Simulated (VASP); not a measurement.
Here is a VASP 6.6.1 calculation.

File POSCAR:

```
Pt
1.0
   -1.5695297213      1.5695297213      1.5695297213
    1.5695297213     -1.5695297213      1.5695297213
    1.5695297213      1.5695297213     -1.5695297213
Pt
1
Direct
    0.0000000000      0.0000000000      0.0000000000
```

INCAR.step1

```
  PREC = Accurate
  ENCUT = 550
  ISMEAR = 1
  SIGMA = 0.05
  LREAL = F
  LASPH = T
  NELM = 120
  NBANDS = 11
  GGA = PE
  ALGO = Normal
  EDIFF = 1E-5
  LWAVE = T
  LCHARG = F
  GGA_COMPAT = F
```

The input INCAR.step2:

```
  PREC = Accurate
  ENCUT = 550
  EDIFF = 1E-6
  ISMEAR = 1
  SIGMA = 0.05
  LREAL = F
  LASPH = T
  NELM = 120
  ALGO = Normal
  ISIF = 2
  LWAVE = F
  LCHARG = F
  METAGGA = R2SCAN
  LMIXTAU = T
  NBANDS = 11
  ISTART = 1
  GGA_COMPAT = F
```

Contents of KPOINTS:

```
Automatic mesh
0
Gamma
  15 15 15
```

Potentials or basis: VASP PAW PBE potentials, release 64 (Pt).

Command:

```sh
$ cat potpaw_PBE.64/Pt/POTCAR > POTCAR
$ cp INCAR.step1 INCAR
$ mpirun -np 1 vasp_std > vasp.out
$ cp INCAR.step2 INCAR
$ mpirun -np 1 vasp_std > vasp.out
```

Problem. Estimate the pressure.

Solution. 0.7 GPa.

Problem. Predict the band gap on the k mesh.

Solution. Zero (bands 5 and 6 overlap by 2.34 eV).

Caveat: the PAW data sets were made with another functional, which shifts forces and pressure a little; spin-orbit coupling is left out, which moves the levels of the heavy elements.
